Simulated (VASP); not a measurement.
# CsH (R-3m) in VASP: further runs

The runs below take CsH through single point, with LDA.

All numbers are computed with VASP 6.6.1; they aren't measurements. Logs are shortened: lines on timing, memory, paths and dates and some standing lists are left out, and cuts for length are marked.

### 1 The cell of the first run

The structure is trigonal, space group R-3m (No. 166). The conventional cell has a = 4.525 Å, b = 4.525 Å, c = 9.421 Å, α = 90.00°, β = 90.00°, γ = 120.00°. Cs (site symmetry -3m) has 6 H at 3.05 Å within 4.0 Å. Within 4.0 Å of H (site symmetry -3m) lie 6 Cs at 3.05 Å.

### 2 Single point, LDA

INCAR reads:

```
SYSTEM = CsH
  ALGO = Normal
  EDIFF = 1E-7
  ENCUT = 520
  GGA = CA
  ISIF = 2
  ISMEAR = 0
  LASPH = .True.
  LCHARG = .False.
  LREAL = .False.
  LWAVE = .False.
  NBANDS = 12
  NELM = 100
  PREC = Accurate
  SIGMA = 0.05
```

KPOINTS reads:

```
k-points
0
Gamma
  8 8 8
  0 0 0
```

POSCAR reads:

```
CsH
1.0
    3.9459043617      0.7465224468      0.7465224468
    0.7465224468      3.9459043617      0.7465224468
    0.7465224468      0.7465224468      3.9459043617
Cs H
1 1
Direct
    0.0000000000      0.0000000000      0.0000000000
    0.5000000000      0.5000000000      0.5000000000
```

Potentials or basis: VASP PAW LDA potentials, release 64 (Cs_sv, H).

Started as:

```bash
cat potpaw_LDA.64/Cs_sv/POTCAR potpaw_LDA.64/H/POTCAR > POTCAR
mpirun -np 1 vasp_std > vasp.out
```

OUTCAR:

```text
SYSTEM = CsH
   EDIFF = 1E-7
   ENCUT = 520
   GGA = CA
   ISIF = 2
   ISMEAR = 0
   LASPH = .True.
   LREAL = .False.
   NELM = 100
   PREC = Accurate

 ion  position               nearest neighbor table
   1  0.000  0.000  0.000-
   2  0.500  0.500  0.500-

  LATTYP: Found a trigonal (rhomboedric) cell.
 ALAT       =     4.0846973889
 COS(alpha) =     0.3865030675

  Lattice vectors:

 A1 = (   3.9459043617,   0.7465224468,   0.7465224468)
 A2 = (   0.7465224468,   3.9459043617,   0.7465224468)
 A3 = (   0.7465224468,   0.7465224468,   3.9459043617)

Analysis of symmetry for initial positions (statically):
=====================================================================
 Subroutine PRICEL returns:
 Original cell was already a primitive cell.

 Routine SETGRP: Setting up the symmetry group for a
 trigonal (rhombohedral) supercell.

 Subroutine GETGRP returns: Found 12 space group operations
 (whereof 12 operations were pure point group operations)
 out of a pool of 12 trial point group operations.

The static configuration has the point symmetry D_3d.

Analysis of symmetry for dynamics (positions and initial velocities):
=====================================================================
 Subroutine PRICEL returns:
 Original cell was already a primitive cell.

 Routine SETGRP: Setting up the symmetry group for a
 trigonal (rhombohedral) supercell.

 Subroutine GETGRP returns: Found 12 space group operations
 (whereof 12 operations were pure point group operations)
 out of a pool of 12 trial point group operations.

The dynamic configuration has the point symmetry D_3d.

 Subroutine INISYM returns: Found 12 space group operations
 (whereof 12 operations are pure point group operations),
 and found     1 'primitive' translations

----------------------------------------------------------------------------------------

                                     Primitive cell

  volume of cell :      55.6733

  direct lattice vectors                    reciprocal lattice vectors
     3.945904362  0.746522447  0.746522447     0.269659928 -0.042900443 -0.042900443
     0.746522447  3.945904362  0.746522447    -0.042900443  0.269659928 -0.042900443
     0.746522447  0.746522447  3.945904362    -0.042900443 -0.042900443  0.269659928

  length of vectors
[... 83 lines left out ...]
   LREAL  =      F    real-space projection
   EDIFFG = 0.1E-05   stopping-criterion for IOM
   NSW    =      0    number of steps for IOM
   IBRION =     -1    ionic relax: 0-MD 1-quasi-New 2-CG
   NFREE  =      0    steps in history (QN), initial steepest desc. (CG)
   ISIF   =      2    stress and relaxation
   ISYM   =      2    0-nonsym 1-usesym 2-fastsym
   POTIM  = 0.5000    time-step for ionic-motion
   TEBEG  =    0.0;   TEEND  =   0.0 temperature during run
   PSTRESS=    0.0 pullay stress
   NELECT =      10.0000    total number of electrons
   NUPDOWN=      -1.0000    fix difference up-down
   EMIN   =  10.00;   EMAX   =-10.00  energy-range for DOS
   EFERMI =   0.00;   METHOD = LEGACY
   ISMEAR =     0;   SIGMA  =   0.05  broadening in eV -4-tet -1-fermi 0-gaus
   EFERMI_NEDOS =   21; number of points for ismear=-14 and -15
   IALGO  =     38    algorithm
   IMIX   =      4    mixing-type and parameters
     AMIX     =   0.40;   BMIX     =  1.00
     AMIX_MAG =   1.60;   BMIX_MAG =  1.00
  volume/ion in A,a.u.               =      27.84       187.85
  Fermi-wavevector in a.u.,A,eV,Ry     =   0.923689  1.745519 11.608509  0.853201
  Thomas-Fermi vector in A             =   2.049353
   LORBIT       =      0    0 simple, 1 ext, 2 COOP (PROOUT), +10 PAW based schemes
   GGA     = CA    functional components
   LHFCALC =     F    Hartree Fock is set to
   AEXX    =    0.0000 exact exchange contribution
   IVDW    =     0    specifies the selected vdW correction
   LEPSILON=     F    determine dielectric tensor
   LRPA    =     F    only Hartree local field effects (RPA)
 non-spin polarized calculation
 Gauss-broadening in eV      SIGMA  =   0.05
  energy-cutoff  :      520.00
  volume of cell :       55.67
 maximum number of plane-waves:      1535
   NGX = 15   NGY = 15   NGZ = 15

 number of electron      10.0000002 magnetization

 Free energy of the ion-electron system (eV)
  ---------------------------------------------------
  ext. energy  EPLUGINS =         0.00000000
  ---------------------------------------------------
  free energy    TOTEN  =        -4.90317059 eV

  energy without entropy =       -4.90317059  energy(sigma->0) =       -4.90317059

 E-fermi :   1.0802     XC(G=0):  -8.1032

 val. band max:        0.8666283426   @ k =   0.5000   0.5000   0.5000
 cond. band min:       2.4985968494   @ k =   0.5000   0.5000   0.5000
 fundamental gap:      1.6319685068
 Fermi energy:         1.0802326995

 k-point     1 :       0.0000    0.0000    0.0000
  band No.  band energies     occupation
      1     -20.8071      2.00000
      2      -7.0721      2.00000
      3      -7.0721      2.00000
      4      -6.9283      2.00000
      5      -1.3662      2.00000
      6       5.0996      0.00000
      7       5.0996      0.00000
      8       6.4100      0.00000
      9       7.9188      0.00000
     10       8.1118      0.00000
     11       8.1118      0.00000
     12       9.4551      0.00000
[... 331 lines left out ...]
 k-point    24 :       0.3750    0.1250    0.1250
  band No.  band energies     occupation
      1     -20.6897      2.00000
      2      -8.0249      2.00000
      3      -7.1888      2.00000
      4      -7.1074      2.00000
      5       0.0275      2.00000
      6       3.7570      0.00000
      7       5.3512      0.00000
      8       5.5016      0.00000
      9       6.6457      0.00000
     10       8.4201      0.00000
     11       9.1270      0.00000
     12      11.6667      0.00000

 [... further k-points ...]
[... 5 lines left out ...]
  --------------------------------------------------------------------------------------
  -------------------------------------------------------------------------------------
  Total        0.0249953      0.0249953      0.0249953      0.0886563      0.0886563      0.0886563
  in kB        0.7193190      0.7193190      0.7193190      2.5513671      2.5513671      2.5513671
  external PRESSURE =       0.7193190 kB  Pullay stress =       0.0000000 kB

 VOLUME and BASIS-vectors are now :
 -----------------------------------------------------------------------------
  energy-cutoff  :      520.00
  volume of cell :       55.67
      direct lattice vectors                 reciprocal lattice vectors
     3.945904362  0.746522447  0.746522447     0.269659928 -0.042900443 -0.042900443
     0.746522447  3.945904362  0.746522447    -0.042900443  0.269659928 -0.042900443
     0.746522447  0.746522447  3.945904362    -0.042900443 -0.042900443  0.269659928

 POSITION                                       TOTAL-FORCE (eV/Angst)
 -----------------------------------------------------------------------------------
      0.00000      0.00000      0.00000         0.000000      0.000000      0.000000
      2.71947      2.71947      2.71947        -0.000000     -0.000000     -0.000000
 -----------------------------------------------------------------------------------
    total drift:                                0.000000      0.000000      0.000000

  FREE ENERGIE OF THE ION-ELECTRON SYSTEM (eV)
  ---------------------------------------------------
  free  energy   TOTEN  =        -4.9031705879 eV

  energy  without entropy=       -4.9031705879  energy(sigma->0) =       -4.90317059
```

It took 16 s on 1 thread of AMD EPYC 9R45 (Zen 5), shared host; peak memory 0.14 GiB.

What came out:

```yaml
Free_energy: -4.9032 eV
Pressure: 0.1 GPa
Band_gap_on_the_k_mesh: 1.63 eV, direct
```

Levels at points of the mesh, in eV from the valence-band top:
| k point | band 2 | band 3 | band 4 | band 5 | band 6 | band 7 | band 8 | band 9 |
| --- | --- | --- | --- | --- | --- | --- | --- | --- |
| (0.00, 0.00, 0.00) | -7.94 | -7.94 | -7.79 | -2.23 | 4.23 | 4.23 | 5.54 | 7.05 |
| (0.50, 0.00, 0.00) | -9.23 | -7.97 | -7.94 | -0.05 | 1.73 | 3.89 | 5.52 | 7.59 |
| (0.50, 0.50, 0.00) | -9.10 | -8.48 | -8.10 | -1.68 | 2.51 | 5.85 | 7.96 | 8.16 |
| (0.50, 0.50, 0.50) | -9.33 | -8.24 | -8.24 | 0.00 | 1.63 | 3.85 | 3.85 | 7.74 |

Caveat: spin-orbit coupling is left out, which moves the levels of the heavy elements.

### 3 Single point, LDA

This run uses another cell than the first one, of the same volume but with other edges.

INCAR reads:

```
PREC = Accurate ; ENCUT = 520
EDIFF = 1E-7 ; ISMEAR = 0
SIGMA = 0.05 ; LREAL = False
LASPH = True ; NELM = 80
ALGO = Normal ; ISIF = 2
LWAVE = False ; LCHARG = True
LELF = True ; LVHAR = True
NBANDS = 12
```

KPOINTS reads:

```
regular mesh
0
Gamma
  8 8 8
```

POSCAR reads:

```
CsH
1.0
    3.8206252550     -0.0912777365     -0.0912777365
   -0.0912777365      3.8206252550     -0.0912777365
   -0.0912777365     -0.0912777365      3.8206252550
Cs H
1 1
Direct
    0.0000000000      0.0000000000      0.0000000000
    0.5000000000      0.5000000000      0.5000000000
```

Potentials or basis: VASP PAW LDA potentials, release 64 (Cs_sv, H).

Started as:

```bash
cat potpaw_LDA.64/Cs_sv/POTCAR potpaw_LDA.64/H/POTCAR > POTCAR
mpirun -np 1 vasp_std > vasp.out
```

OUTCAR:

```text
PREC = Accurate
   ENCUT = 520
   EDIFF = 1E-7
   ISMEAR = 0
   LREAL = False
   LASPH = True
   NELM = 80
   ISIF = 2

 ion  position               nearest neighbor table
   1  0.000  0.000  0.000-
   2  0.500  0.500  0.500-

  LATTYP: Found a trigonal (rhomboedric) cell.
 ALAT       =     3.8228053298
 COS(alpha) =    -0.0471569688

  Lattice vectors:

 A1 = (   3.8206252550,  -0.0912777365,  -0.0912777365)
 A2 = (  -0.0912777365,   3.8206252550,  -0.0912777365)
 A3 = (  -0.0912777365,  -0.0912777365,   3.8206252550)

Analysis of symmetry for initial positions (statically):
=====================================================================
 Subroutine PRICEL returns:
 Original cell was already a primitive cell.

 Routine SETGRP: Setting up the symmetry group for a
 trigonal (rhombohedral) supercell.

 Subroutine GETGRP returns: Found 12 space group operations
 (whereof 12 operations were pure point group operations)
 out of a pool of 12 trial point group operations.

The static configuration has the point symmetry D_3d.

Analysis of symmetry for dynamics (positions and initial velocities):
[... 167 lines left out ...]
  band No.  band energies     occupation
      1     -21.1948      2.00000
      2      -7.2831      2.00000
      3      -7.2468      2.00000
      4      -7.2468      2.00000
      5      -1.4638      2.00000
      6       3.7517      0.00000
      7       3.7517      0.00000
      8       7.4629      0.00000
      9       9.9069      0.00000
     10       9.9069      0.00000
     11      10.0514      0.00000
     12      10.5224      0.00000
[... 331 lines left out ...]
 k-point    24 :       0.3750    0.1250    0.1250
  band No.  band energies     occupation
      1     -21.0153      2.00000
      2      -8.5551      2.00000
      3      -7.3873      2.00000
      4      -7.3360      2.00000
      5       0.0566      2.00000
      6       3.9931      0.00000
      7       4.8363      0.00000
      8       6.2717      0.00000
      9       7.2942      0.00000
     10       8.5412      0.00000
     11       9.3049      0.00000
     12      11.6397      0.00000

 [... further k-points ...]
[... 5 lines left out ...]
  --------------------------------------------------------------------------------------
  -------------------------------------------------------------------------------------
  Total       -0.6208018     -0.6208018     -0.6208018      0.1106259      0.1106259      0.1106259
  in kB      -17.8655488    -17.8655488    -17.8655488      3.1836118      3.1836118      3.1836118
  external PRESSURE =     -17.8655488 kB  Pullay stress =       0.0000000 kB

 VOLUME and BASIS-vectors are now :
 -----------------------------------------------------------------------------
  energy-cutoff  :      520.00
  volume of cell :       55.67
      direct lattice vectors                 reciprocal lattice vectors
     3.820625255 -0.091277736 -0.091277736     0.262043718  0.006413657  0.006413657
    -0.091277736  3.820625255 -0.091277736     0.006413657  0.262043718  0.006413657
    -0.091277736 -0.091277736  3.820625255     0.006413657  0.006413657  0.262043718

 POSITION                                       TOTAL-FORCE (eV/Angst)
 -----------------------------------------------------------------------------------
      0.00000      0.00000      0.00000         0.000000      0.000000     -0.000000
      1.81903      1.81903      1.81903        -0.000000     -0.000000      0.000000
 -----------------------------------------------------------------------------------
    total drift:                               -0.000000      0.000000     -0.000000

  FREE ENERGIE OF THE ION-ELECTRON SYSTEM (eV)
  ---------------------------------------------------
  free  energy   TOTEN  =        -4.8982491378 eV

  energy  without entropy=       -4.8982491378  energy(sigma->0) =       -4.89824914
```

OSZICAR:

```text
N       E                     dE             d eps       ncg     rms          rms(c)
DAV:   1     0.408216716280E+02    0.40822E+02   -0.43655E+03  1560   0.710E+02
DAV:   2    -0.253615538085E+01   -0.43358E+02   -0.41122E+02  1980   0.114E+02
DAV:   3    -0.558031633129E+01   -0.30442E+01   -0.30381E+01  1964   0.312E+01
DAV:   4    -0.560155316504E+01   -0.21237E-01   -0.21235E-01  1804   0.300E+00
DAV:   5    -0.560162703400E+01   -0.73869E-04   -0.73869E-04  1984   0.188E-01    0.327E+00
DAV:   6    -0.502254396421E+01    0.57908E+00   -0.58275E-01  1776   0.269E+00    0.131E+00
DAV:   7    -0.489518210695E+01    0.12736E+00   -0.47638E-01  1808   0.232E+00    0.497E-01
DAV:   8    -0.490141899579E+01   -0.62369E-02   -0.45296E-02  1736   0.828E-01    0.213E-01
DAV:   9    -0.489821807384E+01    0.32009E-02   -0.61024E-03  1828   0.281E-01    0.359E-02
DAV:  10    -0.489824987922E+01   -0.31805E-04   -0.73846E-04  1796   0.103E-01    0.202E-02
DAV:  11    -0.489825020538E+01   -0.32616E-06   -0.22656E-05  1840   0.167E-02    0.631E-03
DAV:  12    -0.489824911696E+01    0.10884E-05   -0.40468E-06  1864   0.742E-03    0.297E-03
DAV:  13    -0.489824913778E+01   -0.20812E-07   -0.31439E-07  1736   0.260E-03
   1 F= -.48982491E+01 E0= -.48982491E+01  d E =-.259963E-14
```

Wall time 14 s (1 thread of AMD EPYC 9R45 (Zen 5), shared host); peak memory 0.14 GiB.

Results:

```
Free energy            : -4.8982 eV
Pressure               : -1.8 GPa
Band gap on the k mesh : 2.24 eV, indirect (least direct gap 2.29 eV)
```

Stress tensor (GPa, compression positive):
```
-1.79  0.32  0.32
 0.32 -1.79  0.32
 0.32  0.32 -1.79
```

Levels at points of the mesh, in eV from the valence-band top:
```csv
k point,band 2,band 3,band 4,band 5,band 6,band 7,band 8,band 9
"(0.00, 0.00, 0.00)",-7.97,-7.93,-7.93,-2.15,3.07,3.07,6.78,9.22
"(0.50, 0.00, 0.00)",-9.51,-7.80,-7.78,-0.27,2.24,3.81,5.82,6.01
"(0.50, 0.50, 0.00)",-9.24,-9.12,-7.65,-1.36,4.03,5.99,6.29,6.69
"(0.50, 0.50, 0.50)",-9.00,-9.00,-8.83,0.00,2.29,2.29,2.76,10.93
```

Caveat: spin-orbit coupling is left out, which moves the levels of the heavy elements. A k mesh can miss the band edges.

### 4 Single point, LDA

This run uses another cell than the first one, of the same volume but with other edges.

INCAR reads:

```
ALGO     = Normal         # electronic algorithm
EDIFF    = 1E-6           # SCF threshold, eV
ENCUT    = 520            # plane-wave cutoff, eV
GGA      = CA             # functional
ISIF     = 2              # what is computed and relaxed
ISMEAR   = 0              # smearing method
LASPH    = T              # aspherical terms in the spheres
LCHARG   = F              # write CHGCAR
LREAL    = F              # projectors in reciprocal space
LWAVE    = F              # write WAVECAR
NBANDS   = 12             # bands
NELM     = 100            # most SCF steps
PREC     = Accurate       # precision mode
SIGMA    = 0.05           # smearing width, eV
```

KPOINTS reads:

```
k-points
0
Gamma
  8 8 8
```

POSCAR reads:

```
CsH
1.0
    3.8209433836      0.0992452827      0.0992452827
    0.0992452827      3.8209433836      0.0992452827
    0.0992452827      0.0992452827      3.8209433836
Cs H
1 1
Direct
    0.0000000000      0.0000000000      0.0000000000
    0.5000000000      0.5000000000      0.5000000000
```

Started as:

```bash
cat potpaw_LDA.64/Cs_sv/POTCAR potpaw_LDA.64/H/POTCAR > POTCAR
mpirun -np 1 vasp_std > vasp.out
```

It took 13 s on 1 thread of AMD EPYC 9R45 (Zen 5), shared host; peak memory 0.14 GiB.

Results (log left out):

```
Free energy            : -4.9004 eV
Pressure               : -1.8 GPa
Band gap on the k mesh : 2.16 eV, direct
```

Stress tensor (GPa, compression positive):
```
-1.79 -0.17 -0.17
-0.17 -1.79 -0.17
-0.17 -0.17 -1.79
```

Levels at points of the mesh, in eV from the valence-band top:
```
           k point  band 3  band 4  band 5  band 6  band 7  band 8
(0.00, 0.00, 0.00)   -7.96   -7.91   -2.15    3.07    3.07    6.81
(0.50, 0.00, 0.00)   -7.80   -7.78   -0.27    2.24    3.81    5.85
(0.50, 0.50, 0.00)   -9.11   -7.65   -1.36    4.00    6.05    6.29
(0.50, 0.50, 0.50)   -8.88   -8.88    0.00    2.16    2.60    2.60
```

Caveat: spin-orbit coupling is left out, which moves the levels of the heavy elements.

### 5 Overview

| cell | gap on the mesh (eV) | pressure (GPa) |
| --- | --- | --- |
| a = 4.085 Å, angles 67.3°, 2 atoms | 1.63 | 0.1 |
| a = 3.823 Å, angles 92.7°, 2 atoms | 2.24 | -1.8 |
| a = 3.824 Å, angles 87.0°, 2 atoms | 2.16 | -1.8 |

Alike in all rows: task single point; level LDA; potentials or basis VASP PAW LDA potentials, release 64 (Cs_sv, H); no spin polarisation; k mesh 8 × 8 × 8; cutoff (eV) 520; smearing gaussian 0.05 eV.

Caveats: spin-orbit coupling is left out, which moves the levels of the heavy elements.

Total energies depend on the potentials used, so only differences within one code and one set of settings carry meaning.
